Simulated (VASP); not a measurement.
**Te3Pb4Se: relaxation of cell and atoms with PBE**

Crystal: Te3Pb4Se.

```xyz
8
Lattice="4.4894 0.0000 0.0000 0.0000 4.4894 0.0000 0.0000 0.0000 12.6979" Properties=species:S:1:pos:R:3 pbc="T T T"
Te    0.0000    0.0000    0.0000
Te    2.2447    2.2447    3.1745
Te    2.2447    2.2447    9.5234
Pb    0.0000    0.0000    9.5234
Pb    2.2447    2.2447    0.0000
Pb    0.0000    0.0000    3.1745
Pb    2.2447    2.2447    6.3490
Se    0.0000    0.0000    6.3490
```

| Quantity | Value |
| --- | --- |
| Program | VASP 6.6.1 |
| Task | relaxation of cell and atoms |
| Functional | PBE |
| Potentials or basis | VASP PAW PBE potentials, release 64 (Te, Pb_d, Se) |
| Cutoff | 600 eV |
| k mesh | 8 × 8 × 4 |
| Occupations | gaussian, width 0.02 eV |
| Spin | no spin polarisation |
| Dipole correction | no |
| Further INCAR settings | ALGO = Normal; EDIFF = 1e-06; IBRION = 2; EDIFFG = -0.01; NSW = 100; ISIF = 3 |

```yaml
Relaxed_volume: 34.13 Å³/atom
Relaxed_cell: a = 4.590 Å, b = 4.590 Å, c = 12.961 Å, α = 90.00°, β = 90.00°, γ = 90.00°
Space_group_after_relaxing_to_0.05_Å: P4/mmm (No. 123)
Energy_gained_by_relaxing: 24.2 meV/atom
Ionic_steps: 12
Pressure_after_relaxing: 0.0 GPa
Largest_force_after_relaxing: 0.005 eV/Å
Band_gap_on_the_k_mesh: 0.44 eV, direct
```

Forces on the atoms (eV/Å):
```
Te   0.000  0.000  0.000
Te   0.000  0.000  0.005
Te   0.000  0.000 -0.005
Pb   0.000  0.000  0.004
Pb   0.000  0.000  0.000
Pb   0.000  0.000 -0.004
Pb   0.000  0.000  0.000
Se   0.000  0.000  0.000
```

Step by step:
| step | energy change (eV) | largest force (eV/Å) | pressure (GPa) | volume (Å³) |
| --- | --- | --- | --- | --- |
| 1 | 0.0000 | 0.3745 | 3.10 | 255.92 |
| 2 | -0.1528 | 0.2425 | -0.86 | 279.50 |
| 3 | -0.1674 | 0.2702 | -0.06 | 273.74 |
| 4 | -0.1738 | 0.2323 | -0.05 | 273.60 |
| 5 | -0.1874 | 0.1215 | 0.00 | 273.17 |
| 6 | -0.1877 | 0.1128 | 0.15 | 272.31 |
| 7 | -0.1922 | 0.0559 | 0.07 | 272.75 |
| 8 | -0.1923 | 0.0570 | 0.07 | 272.72 |
| 9 | -0.1926 | 0.0344 | -0.10 | 273.89 |
| 10 | -0.1928 | 0.0425 | -0.04 | 273.47 |
| 11 | -0.1932 | 0.0163 | 0.01 | 273.16 |
| 12 | -0.1932 | 0.0049 | 0.02 | 273.03 |

Final structure:
```xyz
8
Lattice="4.5897 0.0000 0.0000 0.0000 4.5897 0.0000 0.0000 0.0000 12.9614" Properties=species:S:1:pos:R:3 pbc="T T T"
Te    0.0000    0.0000    0.0000
Te    2.2948    2.2948    3.2522
Te    2.2948    2.2948    9.7092
Pb    0.0000    0.0000    9.6119
Pb    2.2948    2.2948    0.0000
Pb    4.5897    0.0000    3.3496
Pb    2.2948    2.2948    6.4807
Se    0.0000    0.0000    6.4807
```

Levels at points of the mesh, in eV from the valence-band top:
```
           k point  band 37  band 38  band 39  band 40  band 41  band 42  band 43  band 44
(0.00, 0.00, 0.00)    -1.30    -1.30    -1.29    -1.19     2.38     2.52     3.52     3.96
(0.50, 0.00, 0.00)    -0.66    -0.58    -0.03     0.00     0.44     0.86     1.34     1.36
(0.50, 0.50, 0.00)    -2.63    -2.61    -0.49    -0.31     1.70     1.75     3.53     3.53
(0.00, 0.00, 0.50)    -1.50    -1.50    -0.81    -0.41     2.18     2.47     3.65     3.79
(0.50, 0.00, 0.50)    -0.77    -0.44    -0.35    -0.27     0.93     1.25     1.30     1.38
(0.50, 0.50, 0.50)    -1.94    -1.82    -1.74    -1.62     3.46     3.46     3.69     3.76
```

Run time: 24 min on 1 × NVIDIA H100 80GB with 1 thread of AMD EPYC 7R13 Processor (Zen 3), with other jobs on the host, peak memory 1.8 GiB.

Caveat: spin-orbit coupling is left out, which moves the levels of the heavy elements. A k mesh can miss the band edges.
